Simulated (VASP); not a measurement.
## GaSb: single point with PBE

The system is GaSb.

```
CELL_PARAMETERS angstrom
-2.95955 2.95955 1.51790
2.95955 -2.95955 1.51790
2.95955 2.95955 -1.51790
ATOMIC_POSITIONS crystal
Ga 0.25000 0.75000 0.50000
Sb 0.00000 0.00000 0.00000
```

- Program: VASP 6.6.1
- Task: single point
- Functional: PBE
- Potentials or basis: VASP PAW PBE potentials, release 64 (Ga_d, Sb)
- Cutoff: 520 eV
- k mesh: 16 × 16 × 16
- Occupations: gaussian, width 0.15 eV
- Spin: no spin polarisation

```
Pressure               : -3.5 GPa
Band gap on the k mesh : zero (band 9 reaches 6.64 eV, above the bottom of band 10 at 3.24 eV)
```

Stress tensor (GPa, compression positive):
```
-5.14  0.00  0.00
 0.00 -5.14  0.00
 0.00  0.00 -0.31
```

Levels at points of the mesh, in eV from the Fermi level:
```
           k point  band 6  band 7  band 8  band 9  band 10  band 11  band 12  band 13
(0.00, 0.00, 0.00)  -11.35   -4.21   -2.03   -2.03     3.25     5.79     5.79     6.13
(0.50, 0.00, 0.00)   -7.52   -4.91   -2.59   -1.13    -0.77     2.74     2.83     4.54
(0.50, 0.50, 0.00)  -10.35   -7.55   -0.55    0.92     1.45     1.45     5.75     8.05
(0.50, 0.50, 0.50)   -9.66   -6.05   -4.47   -4.47     5.15     6.83     8.10     8.10
```

Run time: 3.1 min on 1 thread of Intel(R) Xeon(R) Platinum 8488C (Sapphire Rapids), on a shared host, peak memory 0.44 GiB.

Caveat: spin-orbit coupling is left out, which moves the levels of the heavy elements.
